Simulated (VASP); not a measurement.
HfSn2S6: single point with PBE

Crystal: HfSn2S6.

```
Hf Sn S
1.0
     3.66843    0.00000    0.00000
    -1.83421    3.17695    0.00000
     0.00000    0.00000   18.65661
Hf Sn S
1 2 6
Direct
  0.00000 0.00000 0.50000
  0.00000 0.00000 0.83333
  0.00000 0.00000 0.16667
  0.33333 0.66667 0.91155
  0.33333 0.66667 0.24488
  0.33333 0.66667 0.57822
  0.66667 0.33333 0.08845
  0.66667 0.33333 0.42178
  0.66667 0.33333 0.75512
```

| Item | Value |
| --- | --- |
| Program | VASP 6.6.1 |
| Task | single point |
| Functional | PBE |
| Potentials or basis | VASP PAW PBE potentials, release 64 (Hf_pv, Sn_d, S) |
| Cutoff | 520 eV |
| k mesh | 6 × 6 × 1 |
| Occupations | gaussian, width 0.1 eV |
| Spin | no spin polarisation |

The pressure is 1.0 GPa, the largest force is 0.340 eV/Å and the band gap on the k mesh is 1.21 eV (least direct gap 1.76 eV).

Forces on the atoms (eV/Å):
```
Hf   0.000  0.000  0.000
Sn   0.000  0.000 -0.002
Sn   0.000  0.000  0.002
S    0.000  0.000  0.277
S    0.000  0.000  0.281
S    0.000  0.000 -0.340
S    0.000  0.000 -0.277
S    0.000  0.000  0.340
S    0.000  0.000 -0.281
```

Stress tensor (GPa, compression positive):
```
0.93 0.00 0.00
0.00 0.93 0.00
0.00 0.00 1.17
```

Levels at points of the mesh, in eV from the valence-band top:
| k point | band 34 | band 35 | band 36 | band 37 | band 38 | band 39 | band 40 | band 41 |
| --- | --- | --- | --- | --- | --- | --- | --- | --- |
| (0.00, 0.00, 0.00) | -0.44 | -0.26 | 0.00 | 0.00 | 1.98 | 2.09 | 2.09 | 2.52 |
| (0.50, 0.00, 0.00) | -0.87 | -0.72 | -0.63 | -0.55 | 1.21 | 1.30 | 1.47 | 4.05 |

Wall time 67 s on 1 thread of Intel(R) Xeon(R) Platinum 8375C CPU @ 2.90GHz (Ice Lake) (shared host), peak memory 0.34 GiB.

Caveat: spin-orbit coupling is left out, which moves the levels of the heavy elements; this functional lacks dispersion, which binds layers or chains, so the pressure and a relaxed spacing across them are unreliable. A k mesh can miss the band edges.
